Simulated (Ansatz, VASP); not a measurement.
# Ta4N3 in VASP and in Ansatz

```
CELL_PARAMETERS angstrom
-2.19009 2.19009 4.28994
2.19009 -2.19009 4.28994
2.19009 2.19009 -4.28994
ATOMIC_POSITIONS crystal
Ta 0.00000 0.50000 0.50000
Ta 0.26817 0.26817 0.00000
Ta 0.50000 0.00000 0.50000
Ta 0.73183 0.73183 0.00000
N 0.75000 0.25000 0.50000
N 0.00000 0.00000 0.00000
N 0.25000 0.75000 0.50000
```

Alike in both runs: functional r2SCAN; k mesh 12 × 12 × 12; occupations gaussian, width 0.1 eV; no spin polarisation.

Ansatz relaxed the structure, and its values are those at the end. VASP's run is a single point on that final structure, the one shown.

|  | VASP | Ansatz |
| --- | --- | --- |
| version | VASP 6.6.1 | Ansatz 0.2.0 |
| potentials or method | VASP PAW PBE potentials, release 64 (Ta_pv, N), cutoff 520 eV | scalar-relativistic, plane waves, PAW |
| valence electrons in the cell | 59 | 67 |

VASP gave:

* gap on the k mesh at the Fermi level (eV): none
* pressure (GPa): 1.5
* rms of the force components (eV/Å): 0.019

Task: What did Ansatz give for the same quantities?

Result: gap on the k mesh at the Fermi level (eV): none; pressure (GPa): 0.0; rms of the force components (eV/Å): 0.000.

VASP's potentials were made for PBE, not for r2SCAN. A gap of «none» marks a metal or a gap that the smearing closes. VASP's potentials hold 59 valence electrons a cell and Ansatz's 67, so a difference there can come from the potentials and not from the codes.

Neither program's run includes spin-orbit coupling.
